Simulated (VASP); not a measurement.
Here is a VASP 6.6.1 calculation.

Contents of POSCAR:

```
Ga
1.0
   -2.6268731517      2.6268731517      1.3539444561
    2.6268731517     -2.6268731517      1.3539444561
    2.6268731517      2.6268731517     -1.3539444561
Ga
2
Direct
    0.0000000000      0.0000000000      0.0000000000
    0.7500000000      0.2500000000      0.5000000000
```

File INCAR.step1:

```
PREC = Accurate ; ENCUT = 520
ISMEAR = 0 ; SIGMA = 0.1
LREAL = F ; LASPH = T
NELM = 100 ; NBANDS = 20
GGA = PE ; ALGO = Normal
EDIFF = 1E-4 ; LWAVE = T
LCHARG = F
```

File INCAR.step2:

```
PREC = Accurate ; ENCUT = 520
EDIFF = 1E-6 ; ISMEAR = 0
SIGMA = 0.1 ; LREAL = F
LASPH = T ; NELM = 100
ALGO = Normal ; ISIF = 2
LWAVE = F ; LCHARG = T
METAGGA = R2SCAN ; LMIXTAU = T
LELF = T ; LVHAR = T
NBANDS = 20 ; ISTART = 1
```

KPOINTS

```
Automatic mesh
0
Gamma
  22 22 22
```

Potentials or basis: VASP PAW PBE potentials, release 64 (Ga_d).

Launch:

```bash
$ cat potpaw_PBE.64/Ga_d/POTCAR > POTCAR
$ cp INCAR.step1 INCAR
$ mpirun -np 1 vasp_std > vasp.out
$ cp INCAR.step2 INCAR
$ mpirun -np 1 vasp_std > vasp.out
```

**Question.** Predict the pressure.

**Answer.** 0.1 GPa.

**Question.** Estimate the band gap on the k mesh.

**Answer.** Zero (bands 13 and 14 overlap by 7.65 eV).

Caveat: the PAW data sets were made with another functional, which shifts forces and pressure a little.
